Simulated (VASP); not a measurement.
# Rh (P6_3/mmc) in VASP: a series of runs

Rh is run at these levels: PBE; tasks: single point.

All numbers are computed with VASP 6.6.1; they aren't measurements. Logs are shortened: lines on timing, memory, paths and dates and some standing lists are left out, and cuts for length are marked.

**1. The cell of the first run**

Symmetry: P6_3/mmc, No. 194, hexagonal system. The conventional cell has a = 2.833 Å, b = 2.833 Å, c = 4.423 Å, α = 90.00°, β = 90.00°, γ = 120.00°. Within 3.6 Å of Rh (site symmetry -6m2) lie 12 Rh at 2.75 to 2.83 Å.

This isn't the form of Rh at room conditions, which is fcc.

**2. Single point, PBE (15.37 Å³/atom)**

File INCAR:

```
PREC = Accurate ; ENCUT = 520
EDIFF = 1E-6 ; ISMEAR = 0
SIGMA = 0.15 ; LREAL = False
LASPH = True ; NELM = 100
ALGO = Fast ; ISIF = 2
LWAVE = False ; LCHARG = False
GGA = PE ; NBANDS = 22
```

File KPOINTS:

```
Automatic mesh
0
Gamma
  21 21 12
```

File POSCAR:

```
Rh
1.0
    2.8325798119      0.0000000000      0.0000000000
   -1.4162899060      2.4530860753      0.0000000000
    0.0000000000      0.0000000000      4.4230733762
Rh
2
Direct
    0.6666666667      0.3333333333      0.7500000000
    0.3333333333      0.6666666667      0.2500000000
```

Potentials or basis: VASP PAW PBE potentials, release 64 (Rh_pv).

Started as:

```bash
$ cat potpaw_PBE.64/Rh_pv/POTCAR > POTCAR
$ mpirun -np 1 vasp_std > vasp.out
```

OUTCAR:

```text
PREC = Accurate
   ENCUT = 520
   EDIFF = 1E-6
   ISMEAR = 0
   LREAL = False
   LASPH = True
   NELM = 100
   ISIF = 2
   GGA = PE

 ion  position               nearest neighbor table
   1  0.667  0.333  0.750-   2 2.75   2 2.75   2 2.75   2 2.75   2 2.75   2 2.75
   2  0.333  0.667  0.250-   1 2.75   1 2.75   1 2.75   1 2.75   1 2.75   1 2.75

  LATTYP: Found a hexagonal cell.
 ALAT       =     2.8325798119
 C/A-ratio  =     1.5615000000

  Lattice vectors:

 A1 = (   2.8325798119,   0.0000000000,   0.0000000000)
 A2 = (  -1.4162899060,   2.4530860753,   0.0000000000)
 A3 = (   0.0000000000,   0.0000000000,   4.4230733762)

Analysis of symmetry for initial positions (statically):
=====================================================================
 Subroutine PRICEL returns:
 Original cell was already a primitive cell.

 Routine SETGRP: Setting up the symmetry group for a
 hexagonal supercell.

 Subroutine GETGRP returns: Found 24 space group operations
 (whereof 12 operations were pure point group operations)
 out of a pool of 24 trial point group operations.

The static configuration has the point symmetry D_3d.
 The point group associated with its full space group is D_6h.

Analysis of symmetry for dynamics (positions and initial velocities):
=====================================================================
 Subroutine PRICEL returns:
 Original cell was already a primitive cell.

 Routine SETGRP: Setting up the symmetry group for a
 hexagonal supercell.

 Subroutine GETGRP returns: Found 24 space group operations
 (whereof 12 operations were pure point group operations)
 out of a pool of 24 trial point group operations.

The dynamic configuration has the point symmetry D_3d.
 The point group associated with its full space group is D_6h.

 Subroutine INISYM returns: Found 24 space group operations
 (whereof 12 operations are pure point group operations),
 and found     1 'primitive' translations

----------------------------------------------------------------------------------------

                                     Primitive cell

  volume of cell :      30.7340

  direct lattice vectors                    reciprocal lattice vectors
     2.832579812  0.000000000  0.000000000     0.353035066  0.203824890  0.000000000
    -1.416289906  2.453086075  0.000000000     0.000000000  0.407649780  0.000000000
     0.000000000  0.000000000  4.423073376     0.000000000  0.000000000  0.226087138

  length of vectors
[... 76 lines left out ...]
   ISPIN  =      1    spin polarized calculation?
   LNONCOLLINEAR =      F non collinear calculations
   LSORBIT =      F    spin-orbit coupling
   LASPH  =      T    aspherical Exc in radial PAW
   ENCUT  =  520.0 eV  38.22 Ry    6.18 a.u.   5.27  5.27  8.22*2*pi/ulx,y,z
   NELM   =    100;   NELMIN=  2; NELMDL= -5     # of ELM steps
   EDIFF  = 0.1E-05   stopping-criterion for ELM
   LREAL  =      F    real-space projection
   EDIFFG = 0.1E-04   stopping-criterion for IOM
   NSW    =      0    number of steps for IOM
   IBRION =     -1    ionic relax: 0-MD 1-quasi-New 2-CG
   NFREE  =      0    steps in history (QN), initial steepest desc. (CG)
   ISIF   =      2    stress and relaxation
   ISYM   =      2    0-nonsym 1-usesym 2-fastsym
   POTIM  = 0.5000    time-step for ionic-motion
   TEBEG  =    0.0;   TEEND  =   0.0 temperature during run
   PSTRESS=    0.0 pullay stress
   NELECT =      30.0000    total number of electrons
   NUPDOWN=      -1.0000    fix difference up-down
   EMIN   =  10.00;   EMAX   =-10.00  energy-range for DOS
   EFERMI =   0.00;   METHOD = LEGACY
   ISMEAR =     0;   SIGMA  =   0.15  broadening in eV -4-tet -1-fermi 0-gaus
   EFERMI_NEDOS =   21; number of points for ismear=-14 and -15
   IALGO  =     68    algorithm
   IMIX   =      4    mixing-type and parameters
     AMIX     =   0.40;   BMIX     =  1.00
     AMIX_MAG =   1.60;   BMIX_MAG =  1.00
  volume/ion in A,a.u.               =      15.37       103.70
  Fermi-wavevector in a.u.,A,eV,Ry     =   1.623961  3.068841 35.881949  2.637249
  Thomas-Fermi vector in A             =   2.717326
   LORBIT       =      0    0 simple, 1 ext, 2 COOP (PROOUT), +10 PAW based schemes
   GGA     = PE    functional components
   LHFCALC =     F    Hartree Fock is set to
   AEXX    =    0.0000 exact exchange contribution
   IVDW    =     0    specifies the selected vdW correction
   LEPSILON=     F    determine dielectric tensor
   LRPA    =     F    only Hartree local field effects (RPA)
 non-spin polarized calculation
 RMM-DIIS sequential band-by-band and
 Gauss-broadening in eV      SIGMA  =   0.15
  energy-cutoff  :      520.00
  volume of cell :       30.73
 maximum number of plane-waves:       846
 NGX is ok and might be reduce to    24
   NGX = 11   NGY = 11   NGZ = 17

 number of electron      29.9999999 magnetization

 Free energy of the ion-electron system (eV)
  ---------------------------------------------------
  ext. energy  EPLUGINS =         0.00000000
  ---------------------------------------------------
  free energy    TOTEN  =       -14.30397676 eV

  energy without entropy =      -14.25766470  energy(sigma->0) =      -14.28082073

 E-fermi :  10.0680     XC(G=0): -13.3217

 val. band max:       10.0646056319   @ k =   0.2381   0.2381   0.1667
 cond. band min:      10.0706119496   @ k =   0.3810   0.2381   0.3333
 fundamental gap:      0.0060063177
 Fermi energy:        10.0679503017

 k-point     1 :       0.0000    0.0000    0.0000
  band No.  band energies     occupation
      1     -36.7629      2.00000
      2     -36.2754      2.00000
      3     -36.2754      2.00000
      4     -36.2098      2.00000
      5     -36.1853      2.00000
      6     -36.1853      2.00000
[... 589 lines left out ...]
     21      24.2722      0.00000
     22      27.1953      0.00000

 [... further k-points ...]
[... 5 lines left out ...]
  --------------------------------------------------------------------------------------
  -------------------------------------------------------------------------------------
  Total       -3.5597529     -3.5597529     -2.6389987      0.0000000      0.0000000     -0.0000000
  in kB     -185.5715313   -185.5715313   -137.5721966      0.0000000      0.0000000     -0.0000000
  external PRESSURE =    -169.5717531 kB  Pullay stress =       0.0000000 kB

 VOLUME and BASIS-vectors are now :
 -----------------------------------------------------------------------------
  energy-cutoff  :      520.00
  volume of cell :       30.73
      direct lattice vectors                 reciprocal lattice vectors
     2.832579812  0.000000000  0.000000000     0.353035066  0.203824890  0.000000000
    -1.416289906  2.453086075  0.000000000     0.000000000  0.407649780  0.000000000
     0.000000000  0.000000000  4.423073376     0.000000000  0.000000000  0.226087138

 POSITION                                       TOTAL-FORCE (eV/Angst)
 -----------------------------------------------------------------------------------
      1.41629      0.81770      3.31731         0.000000     -0.000000      0.000000
     -0.00000      1.63539      1.10577        -0.000000      0.000000      0.000000
 -----------------------------------------------------------------------------------
    total drift:                               -0.000000      0.000000     -0.000000

  FREE ENERGIE OF THE ION-ELECTRON SYSTEM (eV)
  ---------------------------------------------------
  free  energy   TOTEN  =       -14.3039767608 eV

  energy  without entropy=      -14.2576646968  energy(sigma->0) =      -14.28082073
```

Run time: 4.4 min. Hardware: 1 thread of Intel Xeon 8259CL, shared host; peak memory 0.29 GiB.

Results:

- Free energy: -14.3040 eV
- Pressure: -17.0 GPa
- Band gap on the k mesh: zero (bands 15 and 16 overlap by 1.92 eV)

Levels at points of the mesh, in eV from the Fermi level:
| k point | band 13 | band 14 | band 15 | band 16 | band 17 | band 18 |
| --- | --- | --- | --- | --- | --- | --- |
| (0.00, 0.00, 0.00) | -2.07 | -1.82 | -1.82 | 0.10 | 0.10 | 1.19 |
| (0.00, 0.00, 0.50) | -2.62 | -2.62 | -0.38 | -0.38 | -0.38 | -0.38 |

Caveat: the cell stands under tension.

**3. Single point, PBE (15.37 Å³/atom)**

File INCAR:

```
  ALGO = Fast
  EDIFF = 1E-6
  ENCUT = 520
  GGA = PE
  ISIF = 2
  ISMEAR = 0
  LASPH = True
  LCHARG = False
  LREAL = False
  LWAVE = False
  NBANDS = 22
  NELM = 80
  PREC = Accurate
  SIGMA = 0.15
```

File KPOINTS:

```
k-points
0
Gamma
  21 21 12
```

File POSCAR:

```
Rh
1.0
    2.7762441715      0.0000000000      0.0000000000
   -1.3881220858      2.4042979796      0.0000000000
    0.0000000000      0.0000000000      4.6044009585
Rh
2
Direct
    0.6666666667      0.3333333333      0.7500000000
    0.3333333333      0.6666666667      0.2500000000
```

Potentials or basis: VASP PAW PBE potentials, release 64 (Rh_pv).

Started as:

```bash
$ cat potpaw_PBE.64/Rh_pv/POTCAR > POTCAR
$ mpirun -np 1 vasp_std > vasp.out
```

Wall time 3.9 min (1 thread of Intel Xeon 8259CL, shared host); peak memory 0.29 GiB.

Results (log left out):

* Free energy: -14.3026 eV
* Pressure: -17.2 GPa
* Band gap on the k mesh: zero (bands 15 and 16 overlap by 2.00 eV)

Stress tensor (GPa, compression positive):
```
-15.46   0.00   0.00
  0.00 -15.46   0.00
  0.00   0.00 -20.65
```

Levels at points of the mesh, in eV from the Fermi level:
```
           k point  band 12  band 13  band 14  band 15  band 16  band 17  band 18  band 19
(0.00, 0.00, 0.00)    -2.13    -2.13    -1.44    -1.44     0.14     0.14     0.67     7.27
(0.00, 0.00, 0.50)    -2.58    -2.58    -2.58    -0.35    -0.35    -0.35    -0.35    13.83
```

Caveat: the cell stands under tension.
